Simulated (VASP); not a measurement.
Crystal: AlGa2Sb3.

```xyz
6
Lattice="4.3888 0.0000 0.0000 -2.1944 3.8008 0.0000 0.0000 0.0000 8.2023" Properties=species:S:1:pos:R:3 pbc="T T T"
Al    0.0000    0.0000    0.0000
Ga    2.1944    1.2669    2.0348
Ga    2.1944    1.2669    6.1675
Sb    0.0000    0.0000    4.1012
Sb    0.0000    2.5339    0.0000
Sb    0.0000    2.5339    4.1012
```

The cell was generated, and may not be a known phase.

| Property | Result |
| --- | --- |
| Program | VASP 6.6.1 |
| Task | relaxation of cell and atoms |
| Functional | PBE |
| Potentials or basis | VASP PAW PBE potentials, release 64 (Al, Ga_d, Sb) |
| Cutoff | 600 eV |
| k mesh | 6 × 6 × 2 |
| Occupations | gaussian, width 0.1 eV |
| Spin | no spin polarisation |

At the start: pressure 18.4 GPa; volume 22.80 Å³/atom.

Question: How do energy, volume and symmetry change on relaxing?

Answer: Over 29 steps the energy falls by 582.3 meV/atom and the volume is 24.45 Å³/atom (+7.2 %); space group P-6m2 (No. 187, to 0.1 Å) before and after.

Step by step:
```
step  energy change (eV)  largest force (eV/Å)  pressure (GPa)  volume (Å³)
   1              0.0000                0.0788           18.43       136.82
   2             -1.9052                0.1066           -3.95       194.23
   3             -2.1818                0.0287           -0.12       172.43
   4             -2.1831                0.0371           -0.54       174.15
   5             -2.1832                0.0329           -0.35       173.35
   6             -2.2035                0.0675           -0.27       171.69
   7             -2.3083                0.0985           -0.09       166.64
   8             -2.7267                0.0712            0.39       156.33
   9             -3.3066                0.1455            5.27       134.89
  10             -3.3300                0.0523            2.69       141.74
  11             -3.3598                0.1013            3.59       138.90
  12             -3.3594                0.1138            3.85       138.18
  13             -3.3633                0.1210            3.90       137.98
  14             -3.3680                0.1372            4.05       137.40
  15             -3.3754                0.1369            3.91       137.68
  16             -3.3959                0.1364            3.48       138.52
  17             -3.4304                0.1348            2.68       140.21
  18             -3.4743                0.1306            1.20       143.62
  19             -3.4716                0.1184           -1.28       150.60
  20             -3.4871                0.1253           -0.09       146.99
  21             -3.4872                0.1256           -0.02       146.80
  22             -3.4874                0.1228           -0.01       146.79
  23             -3.4883                0.1151            0.00       146.75
  24             -3.4897                0.0993            0.03       146.67
  25             -3.4914                0.0671            0.05       146.51
  26             -3.4904                0.0020            0.15       146.20
  27             -3.4917                0.0450            0.08       146.41
  28             -3.4926                0.0350            0.05       146.50
  29             -3.4937                0.0097            0.02       146.73
```

Final structure:
```cif
data_structure
_symmetry_space_group_name_H-M 'P 1'
_symmetry_Int_Tables_number 1
_cell_length_a 5.1561
_cell_length_b 5.1561
_cell_length_c 6.3731
_cell_angle_alpha 90.000
_cell_angle_beta 90.000
_cell_angle_gamma 120.000
_cell_volume 146.73
loop_
_atom_site_label
_atom_site_type_symbol
_atom_site_fract_x
_atom_site_fract_y
_atom_site_fract_z
_atom_site_occupancy
Al1 Al 0.00000 0.00000 0.00000 1
Ga1 Ga 0.66667 0.33333 0.25217 1
Ga2 Ga 0.66667 0.33333 0.74783 1
Sb1 Sb 0.00000 0.00000 0.50000 1
Sb2 Sb 0.33333 0.66667 0.00000 1
Sb3 Sb 0.33333 0.66667 0.50000 1
```

Caveat: the k points lie up to 0.49 Å⁻¹ apart in the final cell; the highest band is partly filled, so the run has too few bands; a cell axis changed by over 15 % at a fixed basis, so the end point is rough.
